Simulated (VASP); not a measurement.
Here is a VASP 6.6.1 calculation.

Contents of INCAR:

```
SYSTEM = C
ALGO = Normal ; EDIFF = 1E-6
ENCUT = 520 ; GGA = PS
ISIF = 2 ; ISMEAR = 0
IVDW = 12 ; LASPH = .True.
LCHARG = .False. ; LREAL = .False.
LWAVE = .False. ; NBANDS = 11
NELM = 60 ; PREC = Accurate
SIGMA = 0.15
```

The input KPOINTS:

```
k-points
0
Gamma
  21 21 12
  0 0 0
```

POSCAR

```
C
1.0
    2.4987011397      0.0000000000      0.0000000000
   -1.2493505699      2.1639386634      0.0000000000
    0.0000000000      0.0000000000      3.5884245947
C
2
Direct
    0.3427300877      0.6854601753      0.0000000000
    0.6572699123      0.3145398247      0.0000000000
```

Potentials or basis: VASP PAW PBE potentials, release 64 (C).

The run is started by

```console
$ cat potpaw_PBE.64/C/POTCAR > POTCAR
$ mpirun -np 1 vasp_std > vasp.out
```

What does it give for the largest force?

4.326 eV/Å.

What does it give for the dispersion energy per atom?

-0.102 eV.

Forces in eV/Å, atoms in the order of the input:
```
C    0.000 -4.326  0.000
C    0.000  4.326  0.000
```

Caveat: the PAW data sets were made with another functional, which shifts forces and pressure a little.
